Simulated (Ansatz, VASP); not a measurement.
Two plane-wave programs on MoS2

INCAR

```
SYSTEM = MoS2
PREC = Accurate ; ENCUT = 520
EDIFF = 1E-6 ; ISMEAR = 0
SIGMA = 0.05 ; LREAL = .FALSE.
LASPH = .TRUE. ; NELM = 80
ALGO = Normal ; ISIF = 2
LWAVE = .FALSE. ; LCHARG = .FALSE.
GGA = PE ; IVDW = 12
NBANDS = 20
```

The input KPOINTS:

```
Automatic mesh
0
G
  12 12 6
  0 0 0
```

Contents of POSCAR:

```
MoS2
1.0
    3.1928762633      0.0000000000      0.0000000000
   -1.5964381317      2.7651119552      0.0000000000
    0.0000000000      0.0000000000      6.4690715574
Mo S
1 2
Direct
    0.0000000000      0.0000000000      0.0000000000
    0.3333333333      0.6666666667      0.2356692374
    0.3333333333      0.6666666667      0.7643307626
```

Input for Ansatz:

```yaml
crystal:
  lattice:
    - [3.1928762633, 0.0, 0.0]
    - [-1.5964381317, 2.7651119552, 0.0]
    - [0.0, 0.0, 6.4690715574]
  atoms:
    - { symbol: Mo, position: [0.0, 0.0, 0.0] }
    - { symbol: S, position: [0.3333333333, 0.6666666667, 0.2356692374] }
    - { symbol: S, position: [0.3333333333, 0.6666666667, 0.7643307626] }
basis:
  ecutwfc: 420
kpoints:
  mp_grid: { grid: [12, 12, 6] }
hamiltonian:
  xc: pbe
  dispersion: d3bj
scf:
  occupations: { method: gaussian, width: 0.05 }
output:
  forces: true
  stress: true
  eigenvalues: true
```

Alike in both runs: task single point; functional PBE; dispersion D3(BJ); k mesh 12 × 12 × 6; occupations gaussian, width 0.05 eV; no spin polarisation.

|  | VASP | Ansatz |
| --- | --- | --- |
| version | VASP 6.6.1 | Ansatz 0.2.0 |
| potentials or method | VASP PAW PBE potentials, release 64 (Mo_sv, S), cutoff 520 eV | scalar-relativistic, plane waves, PAW |
| valence electrons in the cell | 26 | 26 |

VASP gave:

- gap on the k mesh at the Fermi level (eV): 0.79
- least direct gap on the mesh (eV): 1.55
- pressure (GPa): 0.3
- traceless stress, the component that is largest in VASP (GPa): 4.62
- rms of the force components (eV/Å): 0.227

What did Ansatz give for the same quantities?

gap on the k mesh at the Fermi level (eV): 0.78; least direct gap on the mesh (eV): 1.55; pressure (GPa): 0.5; traceless stress, the component that is largest in VASP (GPa): 4.67; rms of the force components (eV/Å): 0.234.

Atom by atom the forces differ by 0.007 eV/Å (rms over components).
